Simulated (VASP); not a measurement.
The system is VSi2.

```xyz
3
Lattice="-1.5922 1.5922 3.9038 1.5922 -1.5922 3.9038 1.5922 1.5922 -3.9038" Properties=species:S:1:pos:R:3 pbc="T T T"
Si    0.0000    0.0000    2.6160
Si    0.0000    0.0000    5.1915
V     0.0000    0.0000    0.0000
```

- Program: VASP 6.6.1
- Task: relaxation of cell and atoms
- Functional: PBEsol
- Potentials or basis: VASP PAW PBE potentials, release 64 (Si, V_sv)
- Cutoff: 600 eV
- k mesh: 8 × 8 × 8
- Occupations: gaussian, width 0.1 eV
- Spin: no spin polarisation

At the start: pressure -8.4 GPa; volume 13.20 Å³/atom.

Task: Where does the relaxation end?

Result: Over 5 steps the energy falls by 20.1 meV/atom and the volume is 12.51 Å³/atom (-5.2 %); space group I4/mmm (No. 139, to 0.05 Å).

The path:
```
step  energy change (eV)  largest force (eV/Å)  pressure (GPa)  volume (Å³)
   1              0.0000                0.0584           -8.42        39.59
   2             -0.0038                0.0503           10.41        35.74
   3             -0.0582                0.0046            0.16        37.56
   4             -0.0581                0.0038            0.46        37.52
   5             -0.0604                0.0301            0.16        37.52
```

Final structure:
```xyz
3
Lattice="-1.5548 1.5548 3.8802 1.5548 -1.5548 3.8802 1.5548 1.5548 -3.8802" Properties=species:S:1:pos:R:3 pbc="T T T"
Si    0.0000    0.0000    2.6020
Si    0.0000    0.0000    5.1585
V     0.0000    0.0000    0.0000
```

Caveat: the PAW data sets were made with another functional, which shifts forces and pressure a little; the relaxation stopped at a loose force limit of 0.05 eV/Å, so its end isn't a converged minimum.
